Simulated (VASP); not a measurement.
# HfN: single point with PBEsol

Crystal: HfN.

```xyz
2
Lattice="0.0000 2.6512 2.2584 2.6512 0.0000 2.2584 2.6512 2.6512 0.0000" Properties=species:S:1:pos:R:3 pbc="T T T"
Hf    0.0000    0.0000    0.0000
N     3.9768    3.9768    3.3877
```

This cell differs from its parent crystal: strain +0.080 along x and y, -0.080 along z.

```yaml
Program: VASP 6.6.1
Task: single point
Functional: PBEsol
Potentials_or_basis: VASP PAW PBE potentials, release 64 (Hf_pv, N)
Cutoff: 520 eV
k_mesh: 16 × 16 × 16
Occupations: gaussian, width 0.15 eV
Spin: no spin polarisation
```

```yaml
Pressure: -18.3 GPa
```

Stress tensor (GPa, compression positive):
```
-24.47   0.00   0.00
  0.00 -24.47   0.00
  0.00   0.00  -5.86
```

Levels at points of the mesh, in eV from the Fermi level:
```csv
k point,band 6,band 7,band 8,band 9,band 10,band 11
"(0.00, 0.00, 0.00)",-5.15,-4.80,-1.04,1.03,2.69,5.17
"(0.50, 0.00, 0.00)",-4.95,-4.27,1.28,2.40,2.53,3.33
"(0.50, 0.50, 0.00)",-3.82,-3.82,-0.45,1.87,3.59,4.06
"(0.50, 0.00, 0.50)",-3.70,-3.21,-1.37,1.22,3.94,4.19
```

It took 2.1 min on 1 thread of Intel(R) Xeon(R) Platinum 8375C CPU @ 2.90GHz (Ice Lake), with other jobs on the host, peak memory 0.29 GiB.

Caveat: the cell differs from its parent crystal (strain +0.080 along x and y, -0.080 along z); the PAW data sets were made with another functional, which shifts forces and pressure a little; spin-orbit coupling is left out, which moves the levels of the heavy elements.
